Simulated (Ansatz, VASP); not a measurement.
## One calculation of TiC, two programs

```
CELL_PARAMETERS angstrom
0.00000 2.16400 2.16400
2.16400 0.00000 2.16400
2.16400 2.16400 0.00000
ATOMIC_POSITIONS crystal
Ti 0.95668 0.95668 0.04332
C 0.50000 0.50000 0.50000
```

Change from the starting cell: all Ti atoms moved +0.188 Å, as atom 1 towards its neighbour atom 2 (C) at 2.164 Å.

Alike in both runs: task single point; functional r2SCAN; k mesh 18 × 18 × 18; occupations gaussian, width 0.15 eV; no spin polarisation.

|  | VASP | Ansatz |
| --- | --- | --- |
| version | VASP 6.6.1 | Ansatz 0.2.0 |
| potentials or method | VASP PAW PBE potentials, release 64 (Ti_sv, C), cutoff 520 eV | scalar-relativistic, plane waves, PAW |
| valence electrons in the cell | 16 | 16 |

Ansatz gave:

| Quantity | Value |
| --- | --- |
| gap on the k mesh at the Fermi level (eV) | none |
| pressure (GPa) | 4.3 |
| traceless stress, the component that is largest in VASP (GPa) | 7.36 |
| rms of the force components (eV/Å) | 1.020 |

Task: What did VASP give for the same quantities?

Result: gap on the k mesh at the Fermi level (eV): none; pressure (GPa): 5.2; traceless stress, the component that is largest in VASP (GPa): 7.59; rms of the force components (eV/Å): 1.046.

VASP's potentials were made for PBE, not for r2SCAN. Atom by atom the forces differ by 0.026 eV/Å (rms over components). A gap of «none» marks a metal or a gap that the smearing closes. The functional is the same, so the differences come from potentials, cutoffs and numerics.
